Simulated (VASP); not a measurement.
# Mg3CdS4 (P4/mmm) in VASP: further runs

Runs on Mg3CdS4. Level: PBE. Tasks: relaxation of shape and atoms at fixed volume.

Everything below comes from runs of VASP 6.6.1. Logs are shortened: lines on timing, memory, paths and dates and some standing lists are left out, and cuts for length are marked.

### 1 The cell of the first run

Symmetry: P4/mmm, No. 123, tetragonal system. Conventional cell: a = 3.597 Å, b = 3.597 Å, c = 10.183 Å, α = 90.00°, β = 90.00°, γ = 90.00°. Mg (site symmetry 4mm) has 6 S at 2.51 to 2.58 Å within 3.3 Å. Mg (site symmetry 4/mmm) has 6 S at 2.48 to 2.54 Å within 3.3 Å. Within 3.4 Å of Cd (site symmetry 4/mmm) lie 6 S at 2.54 to 2.62 Å. S (site symmetry 4/mmm) has 4 Cd at 2.54 Å and 2 Mg at 2.58 Å within 3.4 Å. S (site symmetry 4mm) has 5 Mg at 2.48 to 2.54 Å and 1 Cd at 2.62 Å within 3.3 Å. S (site symmetry 4/mmm) has 6 Mg at 2.51 to 2.54 Å within 3.3 Å.

### 2 Relaxation of shape and atoms at fixed volume, PBE (16.47 Å³/atom)

Contents of INCAR:

```
PREC     = Accurate       # precision mode
ENCUT    = 600            # plane-wave cutoff, eV
EDIFF    = 1E-7           # SCF threshold, eV
ISMEAR   = 0              # smearing method
SIGMA    = 0.02           # smearing width, eV
LREAL    = F              # projectors in reciprocal space
LASPH    = T              # aspherical terms in the spheres
NELM     = 80             # most SCF steps
ALGO     = Normal         # electronic algorithm
ISIF     = 4              # what is computed and relaxed
LWAVE    = F              # write WAVECAR
LCHARG   = F              # write CHGCAR
GGA      = PE             # functional
IBRION   = 2              # ionic algorithm
NSW      = 50             # ionic steps
EDIFFG   = -0.01          # ionic threshold
```

Contents of KPOINTS:

```
regular mesh
0
Gamma
  8 8 4
```

Contents of POSCAR:

```
Mg3CdS4
1.0
    3.5967101381      0.0000000000      0.0000000000
    0.0000000000      3.5967101381      0.0000000000
    0.0000000000      0.0000000000     10.1834010241
Mg Cd S
3 1 4
Direct
    0.0000000000      0.0000000000      0.7463644257
    0.0000000000      0.0000000000      0.2536355743
    0.5000000000      0.5000000000      0.5000000000
    0.5000000000      0.5000000000      0.0000000000
    0.0000000000      0.0000000000      0.0000000000
    0.5000000000      0.5000000000      0.2568933644
    0.0000000000      0.0000000000      0.5000000000
    0.5000000000      0.5000000000      0.7431066356
```

Potentials or basis: VASP PAW PBE potentials, release 64 (Mg, Cd, S).

Command:

```bash
$ cat potpaw_PBE.64/Mg/POTCAR potpaw_PBE.64/Cd/POTCAR potpaw_PBE.64/S/POTCAR > POTCAR
$ mpirun -np 1 vasp_std > vasp.out
```

OUTCAR:

```text
PREC = Accurate
   ENCUT = 600
   EDIFF = 1E-7
   ISMEAR = 0
   LREAL = F
   LASPH = T
   NELM = 80
   ISIF = 4
   GGA = PE
   IBRION = 2
   NSW = 50
   EDIFFG = -0.01

 ion  position               nearest neighbor table
   1  0.000  0.000  0.746-   7 2.51   8 2.54   8 2.54   8 2.54   8 2.54   5 2.58   3 3.57   3 3.57
                             3 3.57   3 3.57   4 3.62   4 3.62   4 3.62   4 3.62
   2  0.000  0.000  0.254-   7 2.51   6 2.54   6 2.54   6 2.54   6 2.54   5 2.58   3 3.57   3 3.57
                             3 3.57   3 3.57   4 3.62   4 3.62   4 3.62   4 3.62
   3  0.500  0.500  0.500-   6 2.48   8 2.48   7 2.54   7 2.54   7 2.54   7 2.54   2 3.57   2 3.57
                             1 3.57   2 3.57   1 3.57   1 3.57   2 3.57   1 3.57
   4  0.500  0.500  0.000-   5 2.54   5 2.54   5 2.54   5 2.54   8 2.62   6 2.62   2 3.62   2 3.62
                             1 3.62   2 3.62   1 3.62   1 3.62   2 3.62   1 3.62
   5  0.000  0.000  0.000-   4 2.54   4 2.54   4 2.54   4 2.54   1 2.58   2 2.58
   6  0.500  0.500  0.257-   3 2.48   2 2.54   2 2.54   2 2.54   2 2.54   4 2.62
   7  0.000  0.000  0.500-   1 2.51   2 2.51   3 2.54   3 2.54   3 2.54   3 2.54
   8  0.500  0.500  0.743-   3 2.48   1 2.54   1 2.54   1 2.54   1 2.54   4 2.62

  LATTYP: Found a simple tetragonal cell.
 ALAT       =     3.5967101381
 C/A-ratio  =     2.8313099007

  Lattice vectors:

 A1 = (   3.5967101381,   0.0000000000,   0.0000000000)
 A2 = (   0.0000000000,   3.5967101381,   0.0000000000)
 A3 = (   0.0000000000,   0.0000000000,  10.1834010241)

Analysis of symmetry for initial positions (statically):
=====================================================================
 Subroutine PRICEL returns:
 Original cell was already a primitive cell.

 Routine SETGRP: Setting up the symmetry group for a
 simple tetragonal supercell.

 Subroutine GETGRP returns: Found 16 space group operations
 (whereof 16 operations were pure point group operations)
 out of a pool of 16 trial point group operations.

The static configuration has the point symmetry D_4h.

Analysis of symmetry for dynamics (positions and initial velocities):
=====================================================================
 Subroutine PRICEL returns:
 Original cell was already a primitive cell.

 Routine SETGRP: Setting up the symmetry group for a
 simple tetragonal supercell.

 Subroutine GETGRP returns: Found 16 space group operations
 (whereof 16 operations were pure point group operations)
 out of a pool of 16 trial point group operations.

The dynamic configuration has the point symmetry D_4h.

 Subroutine INISYM returns: Found 16 space group operations
 (whereof 16 operations are pure point group operations),
 and found     1 'primitive' translations

----------------------------------------------------------------------------------------

                                     Primitive cell

  volume of cell :     131.7358

  direct lattice vectors                    reciprocal lattice vectors
     3.596710138  0.000000000  0.000000000     0.278031857  0.000000000  0.000000000
     0.000000000  3.596710138  0.000000000     0.000000000  0.278031857  0.000000000
     0.000000000  0.000000000 10.183401024     0.000000000  0.000000000  0.098199020

  length of vectors
     3.596710138  3.596710138 10.183401024     0.278031857  0.278031857  0.098199020

  position of ions in fractional coordinates (direct lattice)
     0.000000000  0.000000000  0.746364426
     0.000000000  0.000000000  0.253635574
     0.500000000  0.500000000  0.500000000
     0.500000000  0.500000000  0.000000000
     0.000000000  0.000000000  0.000000000
     0.500000000  0.500000000  0.256893364
     0.000000000  0.000000000  0.500000000
     0.500000000  0.500000000  0.743106636

  ion indices of the primitive-cell ions
   primitive index   ion index
                 1           1
                 2           2
                 3           3
                 4           4
                 5           5
                 6           6
                 7           7
                 8           8

----------------------------------------------------------------------------------------

 KPOINTS: regular mesh

Automatic generation of k-mesh.
 Grid dimensions read from file:
 generate k-points for:    8    8    4

 Generating k-lattice:

  Cartesian coordinates                     Fractional coordinates (reciprocal lattice)
     0.034753982  0.000000000  0.000000000     0.125000000  0.000000000  0.000000000
     0.000000000  0.034753982  0.000000000     0.000000000  0.125000000  0.000000000
     0.000000000  0.000000000  0.024549755     0.000000000  0.000000000  0.250000000

  Length of vectors
     0.034753982  0.034753982  0.024549755

  Shift w.r.t. Gamma in fractional coordinates (k-lattice)
     0.000000000  0.000000000  0.000000000

 Subroutine IBZKPT returns following result:
 ===========================================

 Found     45 irreducible k-points:

 Following reciprocal coordinates:
            Coordinates               Weight
  0.000000  0.000000  0.000000      1.000000
  0.125000  0.000000  0.000000      4.000000
  0.250000  0.000000  0.000000      4.000000
  0.375000  0.000000  0.000000      4.000000
  0.500000  0.000000  0.000000      2.000000
  0.125000  0.125000  0.000000      4.000000
[... 16 lines left out ...]
  0.375000  0.125000  0.250000     16.000000
  0.500000  0.125000  0.250000      8.000000
 [... further k-points ...]
   k-points           NKPTS =     45   k-points in BZ     NKDIM =     45   number of bands    NBANDS=     26
   number of dos      NEDOS =    301   number of ions     NIONS =      8
   total plane-waves  NPLWV =  75600
   dimension x,y,z NGX =    30 NGY =   30 NGZ =   84
   dimension x,y,z NGXF=    60 NGYF=   60 NGZF=  168
   ions per type =               3   1   4
   NGX,Y,Z   is equivalent  to a cutoff of  13.87, 13.87, 13.71 a.u.
   NGXF,Y,Z  is equivalent  to a cutoff of  27.73, 27.73, 27.43 a.u.
 SYSTEM =  unknown system
   PREC   = accura    normal or accurate (medium, high low for compatibility)
   ISTART =      0    job   : 0-new  1-cont  2-samecut
   ICHARG =      2    charge: 1-file 2-atom 10-const
   ISPIN  =      1    spin polarized calculation?
   LNONCOLLINEAR =      F non collinear calculations
   LSORBIT =      F    spin-orbit coupling
   LASPH  =      T    aspherical Exc in radial PAW
   ENCUT  =  600.0 eV  44.10 Ry    6.64 a.u.   7.18  7.18 20.34*2*pi/ulx,y,z
   NELM   =     80;   NELMIN=  2; NELMDL= -5     # of ELM steps
   EDIFF  = 0.1E-06   stopping-criterion for ELM
   LREAL  =      F    real-space projection
   EDIFFG = -.1E-01   stopping-criterion for IOM
   NSW    =     50    number of steps for IOM
   IBRION =      2    ionic relax: 0-MD 1-quasi-New 2-CG
   NFREE  =      1    steps in history (QN), initial steepest desc. (CG)
   ISIF   =      4    stress and relaxation
   ISYM   =      2    0-nonsym 1-usesym 2-fastsym
   POTIM  = 0.5000    time-step for ionic-motion
   TEBEG  =    0.0;   TEEND  =   0.0 temperature during run
   PSTRESS=    0.0 pullay stress
   NELECT =      42.0000    total number of electrons
   NUPDOWN=      -1.0000    fix difference up-down
   EMIN   =  10.00;   EMAX   =-10.00  energy-range for DOS
   EFERMI =   0.00;   METHOD = LEGACY
   ISMEAR =     0;   SIGMA  =   0.02  broadening in eV -4-tet -1-fermi 0-gaus
   EFERMI_NEDOS =   21; number of points for ismear=-14 and -15
   IALGO  =     38    algorithm
   IMIX   =      4    mixing-type and parameters
     AMIX     =   0.40;   BMIX     =  1.00
     AMIX_MAG =   1.60;   BMIX_MAG =  1.00
  volume/ion in A,a.u.               =      16.47       111.12
  Fermi-wavevector in a.u.,A,eV,Ry     =   1.118382  2.113435 17.017860  1.250777
  Thomas-Fermi vector in A             =   2.255012
   LORBIT       =      0    0 simple, 1 ext, 2 COOP (PROOUT), +10 PAW based schemes
   GGA     = PE    functional components
   LHFCALC =     F    Hartree Fock is set to
   AEXX    =    0.0000 exact exchange contribution
   IVDW    =     0    specifies the selected vdW correction
   LEPSILON=     F    determine dielectric tensor
   LRPA    =     F    only Hartree local field effects (RPA)
 conjugate gradient relaxation of ions
 non-spin polarized calculation
 Gauss-broadening in eV      SIGMA  =   0.02
  energy-cutoff  :      600.00
  volume of cell :      131.74
 maximum number of plane-waves:      4428
 NGX is ok and might be reduce to    30
   NGX = 15   NGY = 15   NGZ = 41

--------------------------------------- Ionic step        1  -------------------------------------------

 number of electron      41.9999992 magnetization

 Free energy of the ion-electron system (eV)
  ---------------------------------------------------
  ext. energy  EPLUGINS =         0.00000000
  ---------------------------------------------------
  free energy    TOTEN  =       -30.60995246 eV

  energy without entropy =      -30.60995246  energy(sigma->0) =      -30.60995246

------------------------ aborting loop because EDIFF is reached ----------------------------------------

  FORCE on cell =-STRESS in cart. coord.  units (eV):
  Direction    XX          YY          ZZ          XY          YZ          ZX
  --------------------------------------------------------------------------------------
  -------------------------------------------------------------------------------------
  Total       10.2309048     10.2309048     10.1095356      0.0000000      0.0000000     -0.0000000
  in kB      124.4287965    124.4287965    122.9526985      0.0000000      0.0000000     -0.0000000
  external PRESSURE =     123.9367639 kB  Pullay stress =       0.0000000 kB
[... 69 lines left out ...]
  energy  without entropy=      -30.6102085551  energy(sigma->0) =      -30.61020856

--------------------------------------- Ionic step        3  -------------------------------------------

 number of electron      41.9999992 magnetization

 Free energy of the ion-electron system (eV)
  ---------------------------------------------------
  ext. energy  EPLUGINS =         0.00000000
  ---------------------------------------------------
  free energy    TOTEN  =       -30.61024177 eV

  energy without entropy =      -30.61024177  energy(sigma->0) =      -30.61024177

 E-fermi :   5.1785     XC(G=0): -10.3572

 val. band max:        5.0572318748   @ k =   0.5000   0.0000   0.0000
 cond. band min:       6.1332747772   @ k =   0.5000   0.5000   0.0000
 fundamental gap:      1.0760429024
 Fermi energy:         5.1785180706

 k-point     1 :       0.0000    0.0000    0.0000
  band No.  band energies     occupation
      1      -8.9245      2.00000
      2      -8.2105      2.00000
      3      -7.9168      2.00000
      4      -6.9988      2.00000
      5      -3.3395      2.00000
      6      -3.0881      2.00000
[... 685 lines left out ...]
     25      10.2583      0.00000
     26      10.7845      0.00000

 [... further k-points ...]

------------------------ aborting loop because EDIFF is reached ----------------------------------------

  FORCE on cell =-STRESS in cart. coord.  units (eV):
  Direction    XX          YY          ZZ          XY          YZ          ZX
  --------------------------------------------------------------------------------------
  -------------------------------------------------------------------------------------
  Total       10.1691110     10.1691110     10.2127685      0.0000000      0.0000000     -0.0000000
  in kB      123.6772573    123.6772573    124.2082216      0.0000000      0.0000000     -0.0000000
  external PRESSURE =     123.8542454 kB  Pullay stress =       0.0000000 kB
[... 23 lines left out ...]
  FREE ENERGIE OF THE ION-ELECTRON SYSTEM (eV)
  ---------------------------------------------------
  free  energy   TOTEN  =       -30.6102417699 eV

  energy  without entropy=      -30.6102417699  energy(sigma->0) =      -30.61024177

 reached required accuracy - stopping structural energy minimisation
```

Run time: 4.4 min. Hardware: 1 thread of Oxide Virtual Turin-like, shared host; peak memory 0.36 GiB.

What came out:

- Free energy: -30.6102 eV
- Energy gained by relaxing: 0.0 meV/atom
- Ionic steps: 3
- Pressure after relaxing: 12.4 GPa
- Largest force after relaxing: 0.003 eV/Å
- Band gap on the k mesh: 1.08 eV (least direct gap 2.17 eV)

Forces on the atoms (eV/Å):
```
Mg   0.000  0.000  0.003
Mg   0.000  0.000 -0.003
Mg   0.000  0.000  0.000
Cd   0.000  0.000  0.000
S    0.000  0.000  0.000
S    0.000  0.000 -0.001
S    0.000  0.000  0.000
S    0.000  0.000  0.001
```

Step by step:
```csv
step,energy change (eV),largest force (eV/Å),pressure (GPa),volume (Å³)
1,0.0000,0.0527,12.39,131.74
2,-0.0003,0.0195,12.39,131.74
3,-0.0003,0.0031,12.39,131.74
```

Final structure:
```yaml
crystal:
  lattice:
    - [3.59811, 0.00000, 0.00000]
    - [0.00000, 3.59811, 0.00000]
    - [0.00000, 0.00000, 10.17546]
  atoms:
    - { symbol: Mg, position: [0.00000, 0.00000, 0.74655] }
    - { symbol: Mg, position: [0.00000, 0.00000, 0.25345] }
    - { symbol: Mg, position: [0.50000, 0.50000, 0.50000] }
    - { symbol: Cd, position: [0.50000, 0.50000, 0.00000] }
    - { symbol: S, position: [0.00000, 0.00000, 0.00000] }
    - { symbol: S, position: [0.50000, 0.50000, 0.25729] }
    - { symbol: S, position: [0.00000, 0.00000, 0.50000] }
    - { symbol: S, position: [0.50000, 0.50000, 0.74271] }
```

### 3 Relaxation of shape and atoms at fixed volume, PBE (17.03 Å³/atom)

This run uses another cell than the first one, of 17.03 Å³/atom.

Contents of INCAR:

```
SYSTEM = Mg3CdS4
PREC     = Accurate       ! precision mode
ENCUT    = 600            ! plane-wave cutoff, eV
EDIFF    = 1E-6           ! SCF threshold, eV
ISMEAR   = 0              ! smearing method
SIGMA    = 0.02           ! smearing width, eV
LREAL    = .FALSE.        ! projectors in reciprocal space
LASPH    = .TRUE.         ! aspherical terms in the spheres
NELM     = 100            ! most SCF steps
ALGO     = Normal         ! electronic algorithm
ISIF     = 4              ! what is computed and relaxed
LWAVE    = .FALSE.        ! write WAVECAR
LCHARG   = .FALSE.        ! write CHGCAR
GGA      = PE             ! functional
IBRION   = 2              ! ionic algorithm
NSW      = 50             ! ionic steps
EDIFFG   = -0.01          ! ionic threshold
```

Contents of KPOINTS:

```
regular mesh
0
G
  8 8 4
  0 0 0
```

Contents of POSCAR:

```
Mg3CdS4
1.0
    3.6367825819      0.0000000000      0.0000000000
    0.0000000000      3.6367825819      0.0000000000
    0.0000000000      0.0000000000     10.2997757278
Mg Cd S
3 1 4
Direct
    0.0000000000      0.0000000000      0.7461049125
    0.0000000000      0.0000000000      0.2538950875
    0.5000000000      0.5000000000      0.5000000000
    0.5000000000      0.5000000000      0.0000000000
    0.0000000000      0.0000000000      0.0000000000
    0.5000000000      0.5000000000      0.2568510630
    0.0000000000      0.0000000000      0.5000000000
    0.5000000000      0.5000000000      0.7431489370
```

Potentials or basis: VASP PAW PBE potentials, release 64 (Mg, Cd, S).

Command:

```bash
$ cat potpaw_PBE.64/Mg/POTCAR potpaw_PBE.64/Cd/POTCAR potpaw_PBE.64/S/POTCAR > POTCAR
$ mpirun -np 1 vasp_std > vasp.out
```

It took 4.1 min on 1 thread of Oxide Virtual Turin-like, shared host; peak memory 0.36 GiB.

The run converged. Its results:

```
Free energy                  : -30.9020 eV
Energy gained by relaxing    : 0.0 meV/atom
Ionic steps                  : 3
Pressure after relaxing      : 8.5 GPa
Largest force after relaxing : 0.003 eV/Å
Band gap on the k mesh       : 1.07 eV (least direct gap 2.09 eV)
```

Forces on the atoms (eV/Å):
```
Mg   0.000  0.000  0.003
Mg   0.000  0.000 -0.003
Mg   0.000  0.000  0.000
Cd   0.000  0.000  0.000
S    0.000  0.000  0.000
S    0.000  0.000  0.000
S    0.000  0.000  0.000
S    0.000  0.000  0.000
```

Step by step:
| step | energy change (eV) | largest force (eV/Å) | pressure (GPa) | volume (Å³) |
| --- | --- | --- | --- | --- |
| 1 | 0.0000 | 0.0444 | 8.50 | 136.23 |
| 2 | -0.0002 | 0.0186 | 8.49 | 136.23 |
| 3 | -0.0002 | 0.0033 | 8.49 | 136.23 |

Final structure:
```xyz
8
Lattice="3.6382 0.0000 0.0000 0.0000 3.6382 0.0000 0.0000 0.0000 10.2919" Properties=species:S:1:pos:R:3 pbc="T T T"
Mg    0.0000    0.0000    7.6807
Mg    3.6382    0.0000    2.6113
Mg    1.8191    1.8191    5.1460
Cd    1.8191    1.8191    0.0000
S     0.0000    0.0000    0.0000
S     1.8191    1.8191    2.6471
S     0.0000    0.0000    5.1460
S     1.8191    1.8191    7.6448
```

Levels at points of the mesh, in eV from the valence-band top:
| k point | band 18 | band 19 | band 20 | band 21 | band 22 | band 23 | band 24 | band 25 |
| --- | --- | --- | --- | --- | --- | --- | --- | --- |
| (0.00, 0.00, 0.00) | -1.59 | -0.71 | -0.66 | -0.66 | 1.43 | 3.04 | 3.92 | 4.43 |
| (0.50, 0.00, 0.00) | -1.21 | -1.18 | -0.60 | 0.00 | 3.78 | 3.85 | 4.90 | 5.04 |
| (0.50, 0.50, 0.00) | -2.51 | -2.44 | -2.43 | -2.43 | 1.07 | 2.21 | 4.16 | 4.16 |
| (0.00, 0.00, 0.50) | -1.23 | -1.23 | -0.80 | -0.80 | 1.79 | 2.89 | 3.97 | 4.12 |
| (0.50, 0.00, 0.50) | -1.31 | -1.24 | -1.18 | 0.00 | 4.36 | 4.62 | 4.78 | 4.89 |
| (0.50, 0.50, 0.50) | -2.89 | -2.76 | -2.74 | -2.74 | 1.76 | 3.24 | 3.25 | 3.50 |

A k mesh can miss the band edges.
